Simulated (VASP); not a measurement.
# MoS2 in VASP: a series of runs

MoS2 is run at these levels: r2SCAN, PBE exchange alone; tasks: single point.

Everything below comes from runs of VASP 6.6.1. Logs are shortened: lines on timing, memory, paths and dates and some standing lists are left out, and cuts for length are marked.

### 1 The cell of the first run

The cell holds a slab with vacuum, 6 atoms: a = 3.184 Å, b = 3.184 Å, c = 21.696 Å, α = 90.00°, β = 90.00°, γ = 120.00°.

### 2 Single point, r2SCAN

File POSCAR:

```
MoS2
1.0
    3.1840676648      0.0000000000      0.0000000000
   -1.5920338324      2.7574834851      0.0000000000
    0.0000000000      0.0000000000     21.6955955078
Mo S
2 4
Direct
    0.3333333333      0.6666666667      0.8503032775
    0.6666666667      0.3333333333      0.1496967225
    0.6666666667      0.3333333333      0.7787652417
    0.3333333333      0.6666666667      0.0781244590
    0.6666666667      0.3333333333      0.9218755410
    0.3333333333      0.6666666667      0.2212347583
```

File INCAR.step1:

```
ALGO = Normal
EDIFF = 1E-4
ENCUT = 520
GGA = PE
ISMEAR = -1
LASPH = T
LCHARG = F
LREAL = F
LWAVE = T
NBANDS = 35
NELM = 100
PREC = Accurate
SIGMA = 0.05
```

File INCAR.step2:

```
ALGO = Normal
EDIFF = 1E-6
ENCUT = 520
ISIF = 2
ISMEAR = -1
ISTART = 1
LASPH = T
LCHARG = F
LMIXTAU = T
LREAL = F
LWAVE = F
METAGGA = R2SCAN
NBANDS = 35
NELM = 100
PREC = Accurate
SIGMA = 0.05
```

File KPOINTS:

```
k-points
0
Gamma
  10 10 2
```

Potentials or basis: VASP PAW PBE potentials, release 64 (Mo_sv, S).

On the command line:

```bash
cat potpaw_PBE.64/Mo_sv/POTCAR potpaw_PBE.64/S/POTCAR > POTCAR
cp INCAR.step1 INCAR
mpirun -np 1 vasp_std > vasp.out
cp INCAR.step2 INCAR
mpirun -np 1 vasp_std > vasp.out
```

OUTCAR:

```text
EDIFF = 1E-6
   ENCUT = 520
   ISIF = 2
   ISMEAR = -1
   ISTART = 1
   LASPH = T
   LREAL = F
   METAGGA = R2SCAN
   NELM = 100
   PREC = Accurate

 ion  position               nearest neighbor table
   1  0.333  0.667  0.850-   3 2.41   3 2.41   3 2.41   5 2.41   5 2.41   5 2.41
   2  0.667  0.333  0.150-   6 2.41   6 2.41   6 2.41   4 2.41   4 2.41   4 2.41
   3  0.667  0.333  0.779-   1 2.41   1 2.41   1 2.41
   4  0.333  0.667  0.078-   2 2.41   2 2.41   2 2.41
   5  0.667  0.333  0.922-   1 2.41   1 2.41   1 2.41
   6  0.333  0.667  0.221-   2 2.41   2 2.41   2 2.41

  LATTYP: Found a hexagonal cell.
 ALAT       =     3.1840676648
 C/A-ratio  =     6.8137985093

  Lattice vectors:

 A1 = (   3.1840676648,   0.0000000000,   0.0000000000)
 A2 = (  -1.5920338324,   2.7574834851,   0.0000000000)
 A3 = (   0.0000000000,   0.0000000000,  21.6955955078)

Analysis of symmetry for initial positions (statically):
=====================================================================
 Subroutine PRICEL returns:
 Original cell was already a primitive cell.

 Routine SETGRP: Setting up the symmetry group for a
 hexagonal supercell.

 Subroutine GETGRP returns: Found 12 space group operations
 (whereof 12 operations were pure point group operations)
 out of a pool of 24 trial point group operations.

The static configuration has the point symmetry D_3d.

Analysis of symmetry for dynamics (positions and initial velocities):
=====================================================================
 Subroutine PRICEL returns:
 Original cell was already a primitive cell.

 Routine SETGRP: Setting up the symmetry group for a
 hexagonal supercell.

 Subroutine GETGRP returns: Found 12 space group operations
 (whereof 12 operations were pure point group operations)
 out of a pool of 24 trial point group operations.

The dynamic configuration has the point symmetry D_3d.

 Subroutine INISYM returns: Found 12 space group operations
 (whereof 12 operations are pure point group operations),
 and found     1 'primitive' translations

----------------------------------------------------------------------------------------

                                     Primitive cell

  volume of cell :     190.4876

  direct lattice vectors                    reciprocal lattice vectors
     3.184067665  0.000000000  0.000000000     0.314063677  0.181324749  0.000000000
    -1.592033832  2.757483485  0.000000000     0.000000000  0.362649497  0.000000000
     0.000000000  0.000000000 21.695595508     0.000000000  0.000000000  0.046092305

  length of vectors
     3.184067665  3.184067665 21.695595508     0.362649497  0.362649497  0.046092305

  position of ions in fractional coordinates (direct lattice)
     0.333333333  0.666666667  0.850303277
     0.666666667  0.333333333  0.149696723
     0.666666667  0.333333333  0.778765242
     0.333333333  0.666666667  0.078124459
     0.666666667  0.333333333  0.921875541
     0.333333333  0.666666667  0.221234758

  ion indices of the primitive-cell ions
   primitive index   ion index
                 1           1
                 2           2
                 3           3
                 4           4
                 5           5
                 6           6

----------------------------------------------------------------------------------------

 KPOINTS: k-points

Automatic generation of k-mesh.
 Grid dimensions read from file:
 generate k-points for:   10   10    2

 Generating k-lattice:

  Cartesian coordinates                     Fractional coordinates (reciprocal lattice)
     0.031406368  0.018132475  0.000000000     0.100000000  0.000000000  0.000000000
     0.000000000  0.036264950  0.000000000     0.000000000  0.100000000  0.000000000
     0.000000000  0.000000000  0.023046152     0.000000000  0.000000000  0.500000000

  Length of vectors
     0.036264950  0.036264950  0.023046152

  Shift w.r.t. Gamma in fractional coordinates (k-lattice)
     0.000000000  0.000000000  0.000000000

 Subroutine IBZKPT returns following result:
 ===========================================

 Found     28 irreducible k-points:

 Following reciprocal coordinates:
            Coordinates               Weight
  0.000000  0.000000  0.000000      1.000000
  0.100000  0.000000  0.000000      6.000000
  0.200000  0.000000  0.000000      6.000000
  0.300000  0.000000  0.000000      6.000000
  0.400000 -0.000000  0.000000      6.000000
  0.500000  0.000000  0.000000      3.000000
[... 16 lines left out ...]
  0.300000  0.100000  0.500000     12.000000
  0.400000  0.100000  0.500000     12.000000
 [... further k-points ...]
   k-points           NKPTS =     28   k-points in BZ     NKDIM =     28   number of bands    NBANDS=     35
   number of dos      NEDOS =    301   number of ions     NIONS =      6
   total plane-waves  NPLWV =  93312
   dimension x,y,z NGX =    24 NGY =   24 NGZ =  162
   dimension x,y,z NGXF=    48 NGYF=   48 NGZF=  324
   ions per type =               2   4
   NGX,Y,Z   is equivalent  to a cutoff of  12.53, 12.53, 12.41 a.u.
   NGXF,Y,Z  is equivalent  to a cutoff of  25.06, 25.06, 24.83 a.u.
 SYSTEM =  unknown system
   PREC   = accura    normal or accurate (medium, high low for compatibility)
   ISTART =      1    job   : 0-new  1-cont  2-samecut
   ICHARG =      0    charge: 1-file 2-atom 10-const
   ISPIN  =      1    spin polarized calculation?
   LNONCOLLINEAR =      F non collinear calculations
   LSORBIT =      F    spin-orbit coupling
   LASPH  =      T    aspherical Exc in radial PAW
   ENCUT  =  520.0 eV  38.22 Ry    6.18 a.u.   5.92  5.92 40.34*2*pi/ulx,y,z
   NELM   =    100;   NELMIN=  2; NELMDL=  0     # of ELM steps
   EDIFF  = 0.1E-05   stopping-criterion for ELM
   LREAL  =      F    real-space projection
   EDIFFG = 0.1E-04   stopping-criterion for IOM
   NSW    =      0    number of steps for IOM
   IBRION =     -1    ionic relax: 0-MD 1-quasi-New 2-CG
   NFREE  =      0    steps in history (QN), initial steepest desc. (CG)
   ISIF   =      2    stress and relaxation
   ISYM   =      2    0-nonsym 1-usesym 2-fastsym
   POTIM  = 0.5000    time-step for ionic-motion
   TEBEG  =    0.0;   TEEND  =   0.0 temperature during run
   PSTRESS=    0.0 pullay stress
   NELECT =      52.0000    total number of electrons
   NUPDOWN=      -1.0000    fix difference up-down
   EMIN   =  10.00;   EMAX   =-10.00  energy-range for DOS
   EFERMI =   0.00;   METHOD = LEGACY
   ISMEAR =    -1;   SIGMA  =   0.05  broadening in eV -4-tet -1-fermi 0-gaus
   EFERMI_NEDOS =   21; number of points for ismear=-14 and -15
   IALGO  =     38    algorithm
   IMIX   =      4    mixing-type and parameters
     AMIX     =   0.40;   BMIX     =  1.00
     AMIX_MAG =   1.60;   BMIX_MAG =  1.00
  volume/ion in A,a.u.               =      31.75       214.25
  Fermi-wavevector in a.u.,A,eV,Ry     =   1.061990  2.006870 15.344955  1.127822
  Thomas-Fermi vector in A             =   2.197425
   LORBIT       =      0    0 simple, 1 ext, 2 COOP (PROOUT), +10 PAW based schemes
   METAGGA = R2SCAN    functional components
   LHFCALC =     F    Hartree Fock is set to
   AEXX    =    0.0000 exact exchange contribution
   IVDW    =     0    specifies the selected vdW correction
   LEPSILON=     F    determine dielectric tensor
   LRPA    =     F    only Hartree local field effects (RPA)
 non-spin polarized calculation
  energy-cutoff  :      520.00
  volume of cell :      190.49
 maximum number of plane-waves:      5174
 NGX is ok and might be reduce to    24
   NGX = 11   NGY = 11   NGZ = 81

 number of electron      51.9999998 magnetization

 Free energy of the ion-electron system (eV)
  ---------------------------------------------------
  ext. energy  EPLUGINS =         0.00000000
  ---------------------------------------------------
  free energy    TOTEN  =       -90.04372484 eV

  energy without entropy =      -90.04372480  energy(sigma->0) =      -90.04372482

 E-fermi :   2.1480     XC(G=0):  -6.8402

 val. band max:        1.4478393924   @ k =   0.0000   0.0000   0.0000
 cond. band min:       2.9575597901   @ k =   0.3000   0.3000   0.0000
 fundamental gap:      1.5097203977
 Fermi energy:         2.1479919202

 k-point     1 :       0.0000    0.0000    0.0000
  band No.  band energies     occupation
      1     -61.7300      2.00000
      2     -61.7300      2.00000
      3     -35.1420      2.00000
      4     -35.1420      2.00000
      5     -34.9339      2.00000
      6     -34.9339      2.00000
[... 27 lines left out ...]
     34       4.2957      0.00000
     35       7.1003      0.00000

 k-point     2 :       0.1000    0.0000    0.0000
  band No.  band energies     occupation
      1     -61.7260      2.00000
      2     -61.7260      2.00000
      3     -35.1341      2.00000
      4     -35.1341      2.00000
      5     -34.9729      2.00000
      6     -34.9729      2.00000
[... 27 lines left out ...]
     34       4.2893      0.00000
     35       7.3188      0.00000

 k-point     3 :       0.2000    0.0000    0.0000
  band No.  band energies     occupation
      1     -61.7157      2.00000
      2     -61.7157      2.00000
      3     -35.1135      2.00000
      4     -35.1135      2.00000
      5     -35.0741      2.00000
      6     -35.0741      2.00000
[... 27 lines left out ...]
     34       4.8488      0.00000
     35       7.8921      0.00000

 k-point     4 :       0.3000    0.0000    0.0000
  band No.  band energies     occupation
      1     -61.7029      2.00000
      2     -61.7029      2.00000
      3     -35.1970      2.00000
      4     -35.1970      2.00000
      5     -35.0880      2.00000
      6     -35.0880      2.00000
[... 27 lines left out ...]
     34       5.3445      0.00000
     35       8.7281      0.00000

 k-point     5 :       0.4000   -0.0000    0.0000
  band No.  band energies     occupation
      1     -61.6926      2.00000
      2     -61.6926      2.00000
      3     -35.2948      2.00000
      4     -35.2948      2.00000
      5     -35.0672      2.00000
      6     -35.0672      2.00000
[... 638 lines left out ...]
 k-point    22 :       0.2000    0.1000    0.5000
  band No.  band energies     occupation
      1     -61.7073      2.00000
      2     -61.7073      2.00000
      3     -35.1453      2.00000
      4     -35.1453      2.00000
      5     -35.0968      2.00000
      6     -35.0968      2.00000
[... 27 lines left out ...]
     34       5.4038      0.00000
     35       8.4462      0.00000

 k-point    23 :       0.3000    0.1000    0.5000
  band No.  band energies     occupation
      1     -61.6958      2.00000
      2     -61.6958      2.00000
      3     -35.2485      2.00000
      4     -35.2485      2.00000
      5     -35.0737      2.00000
      6     -35.0737      2.00000
[... 27 lines left out ...]
     34       5.7508      0.00000
     35       9.1385      0.00000

 k-point    24 :       0.4000    0.1000    0.5000
  band No.  band energies     occupation
      1     -61.6886      2.00000
      2     -61.6886      2.00000
      3     -35.3114      2.00000
      4     -35.3114      2.00000
      5     -35.0593      2.00000
      6     -35.0593      2.00000
[... 27 lines left out ...]
     34       5.7254      0.00000
     35       7.9869      0.00000

 [... further k-points ...]

------------------------ aborting loop because EDIFF is reached ----------------------------------------

  FORCE on cell =-STRESS in cart. coord.  units (eV):
  Direction    XX          YY          ZZ          XY          YZ          ZX
  --------------------------------------------------------------------------------------
  -------------------------------------------------------------------------------------
  Total        0.0403600      0.0403600     -0.0140906      0.0000000      0.0000000     -0.0000000
  in kB        0.3394652      0.3394652     -0.1185149      0.0000000      0.0000000     -0.0000000
  external PRESSURE =       0.1868052 kB  Pullay stress =       0.0000000 kB

 VOLUME and BASIS-vectors are now :
 -----------------------------------------------------------------------------
  energy-cutoff  :      520.00
  volume of cell :      190.49
      direct lattice vectors                 reciprocal lattice vectors
     3.184067665  0.000000000  0.000000000     0.314063677  0.181324749  0.000000000
    -1.592033832  2.757483485  0.000000000     0.000000000  0.362649497  0.000000000
     0.000000000  0.000000000 21.695595508     0.000000000  0.000000000  0.046092305

 POSITION                                       TOTAL-FORCE (eV/Angst)
 -----------------------------------------------------------------------------------
     -0.00000      1.83832     18.44784         0.000000      0.000000     -0.000413
      1.59203      0.91916      3.24776        -0.000000     -0.000000      0.000413
      1.59203      0.91916     16.89578        -0.000000      0.000000     -0.006206
     -0.00000      1.83832      1.69496         0.000000     -0.000000     -0.004451
      1.59203      0.91916     20.00064        -0.000000      0.000000      0.004451
     -0.00000      1.83832      4.79982        -0.000000     -0.000000      0.006206
 -----------------------------------------------------------------------------------
    total drift:                               -0.000000      0.000000      0.000000

  FREE ENERGIE OF THE ION-ELECTRON SYSTEM (eV)
  ---------------------------------------------------
  free  energy   TOTEN  =       -90.0437248354 eV

  energy  without entropy=      -90.0437248024  energy(sigma->0) =      -90.04372482
```

It took 11 min on 1 thread of Intel Xeon Platinum 8259CL at 2.50GHz (Skylake/Cascade Lake), shared host; peak memory 0.41 GiB.

What came out:

```
Free energy            : -90.0437 eV
Largest force          : 0.006 eV/Å
Band gap on the k mesh : 1.51 eV (least direct gap 2.01 eV)
```

Forces in eV/Å, atoms in the order of the input:
```
Mo   0.000  0.000  0.000
Mo   0.000  0.000  0.000
S    0.000  0.000 -0.006
S    0.000  0.000 -0.004
S    0.000  0.000  0.004
S    0.000  0.000  0.006
```

Caveat: the PAW data sets were made with another functional, which shifts forces and pressure a little.

### 3 Single point, PBE exchange alone

This run uses another cell than the first one.

File INCAR:

```
SYSTEM = MoS2
AGGAC = 0.0
ALDAC = 0.0
ALGO = Normal
EDIFF = 1E-7
ENCUT = 520
GGA = PE
ISIF = 2
ISMEAR = -1
LASPH = .TRUE.
LCHARG = .FALSE.
LREAL = .FALSE.
LWAVE = .FALSE.
NBANDS = 35
NELM = 100
PREC = Accurate
SIGMA = 0.05
```

File KPOINTS:

```
k-points
0
G
  10 10 2
  0 0 0
```

File POSCAR:

```
MoS2
1.0
    3.1195325729      0.0000000000      0.0000000000
   -1.5597662865      2.7015944561      0.0000000000
    0.0000000000      0.0000000000     21.2281547802
Mo S
2 4
Direct
    0.3333333333      0.6666666667      0.8511602300
    0.6666666667      0.3333333333      0.1488397700
    0.6666666667      0.3333333333      0.7796253900
    0.3333333333      0.6666666667      0.0772510000
    0.6666666667      0.3333333333      0.9227490000
    0.3333333333      0.6666666667      0.2203746100
```

Potentials or basis: VASP PAW PBE potentials, release 64 (Mo_sv, S).

On the command line:

```bash
cat potpaw_PBE.64/Mo_sv/POTCAR potpaw_PBE.64/S/POTCAR > POTCAR
mpirun -np 1 vasp_std > vasp.out
```

OUTCAR:

```text
SYSTEM = MoS2
   EDIFF = 1E-7
   ENCUT = 520
   GGA = PE
   ISIF = 2
   ISMEAR = -1
   LASPH = .TRUE.
   LREAL = .FALSE.
   NELM = 100
   PREC = Accurate

 ion  position               nearest neighbor table
   1  0.333  0.667  0.851-   3 2.36   3 2.36   3 2.36   5 2.36   5 2.36   5 2.36
   2  0.667  0.333  0.149-   6 2.36   6 2.36   6 2.36   4 2.36   4 2.36   4 2.36
   3  0.667  0.333  0.780-   1 2.36   1 2.36   1 2.36
   4  0.333  0.667  0.077-   2 2.36   2 2.36   2 2.36
   5  0.667  0.333  0.923-   1 2.36   1 2.36   1 2.36
   6  0.333  0.667  0.220-   2 2.36   2 2.36   2 2.36

  LATTYP: Found a hexagonal cell.
 ALAT       =     3.1195325729
 C/A-ratio  =     6.8049152506

  Lattice vectors:

 A1 = (   3.1195325729,   0.0000000000,   0.0000000000)
 A2 = (  -1.5597662865,   2.7015944561,   0.0000000000)
 A3 = (   0.0000000000,   0.0000000000,  21.2281547802)

Analysis of symmetry for initial positions (statically):
=====================================================================
 Subroutine PRICEL returns:
 Original cell was already a primitive cell.
[... 181 lines left out ...]
 cond. band min:       4.9075069709   @ k =   0.3000   0.3000   0.0000
 fundamental gap:      1.5009012215
 Fermi energy:         4.0968046518

 k-point     1 :       0.0000    0.0000    0.0000
  band No.  band energies     occupation
      1     -57.7574      2.00000
      2     -57.7574      2.00000
      3     -31.9628      2.00000
      4     -31.9628      2.00000
      5     -31.7077      2.00000
      6     -31.7077      2.00000
[... 901 lines left out ...]
     34       7.6767      0.00000
     35       9.6752      0.00000

 [... further k-points ...]

------------------------ aborting loop because EDIFF is reached ----------------------------------------

  FORCE on cell =-STRESS in cart. coord.  units (eV):
  Direction    XX          YY          ZZ          XY          YZ          ZX
  --------------------------------------------------------------------------------------
  -------------------------------------------------------------------------------------
  Total       19.1503114     19.1503114     17.5778588     -0.0000000      0.0000000      0.0000000
  in kB      171.5001468    171.5001468    157.4180855     -0.0000000      0.0000000      0.0000000
  external PRESSURE =     166.8061264 kB  Pullay stress =       0.0000000 kB

 VOLUME and BASIS-vectors are now :
 -----------------------------------------------------------------------------
  energy-cutoff  :      520.00
  volume of cell :      178.90
      direct lattice vectors                 reciprocal lattice vectors
     3.119532573  0.000000000  0.000000000     0.320560846  0.185075891  0.000000000
    -1.559766286  2.701594456  0.000000000     0.000000000  0.370151781  0.000000000
     0.000000000  0.000000000 21.228154780     0.000000000  0.000000000  0.047107250

 POSITION                                       TOTAL-FORCE (eV/Angst)
 -----------------------------------------------------------------------------------
     -0.00000      1.80106     18.06856         0.000000      0.000000     -0.019983
      1.55977      0.90053      3.15959        -0.000000     -0.000000      0.019983
      1.55977      0.90053     16.55001        -0.000000     -0.000000     -2.728852
     -0.00000      1.80106      1.63990        -0.000000      0.000000     -2.442992
      1.55977      0.90053     19.58826         0.000000     -0.000000      2.442992
     -0.00000      1.80106      4.67815         0.000000      0.000000      2.728852
 -----------------------------------------------------------------------------------
    total drift:                                0.000000     -0.000000      0.000000

  FREE ENERGIE OF THE ION-ELECTRON SYSTEM (eV)
  ---------------------------------------------------
  free  energy   TOTEN  =       -32.3604150464 eV

  energy  without entropy=      -32.3604150054  energy(sigma->0) =      -32.36041503
```

It took 8 min on 1 thread of AMD EPYC 7R13, shared host; peak memory 0.33 GiB.

What came out:

```yaml
Free_energy: -32.3604 eV
Largest_force: 2.729 eV/Å
Band_gap_on_the_k_mesh: 1.50 eV (least direct gap 2.06 eV)
```

Forces in eV/Å, atoms in the order of the input:
```
Mo   0.000  0.000 -0.020
Mo   0.000  0.000  0.020
S    0.000  0.000 -2.729
S    0.000  0.000 -2.443
S    0.000  0.000  2.443
S    0.000  0.000  2.729
```

(Part 1 of 2 ends here.)
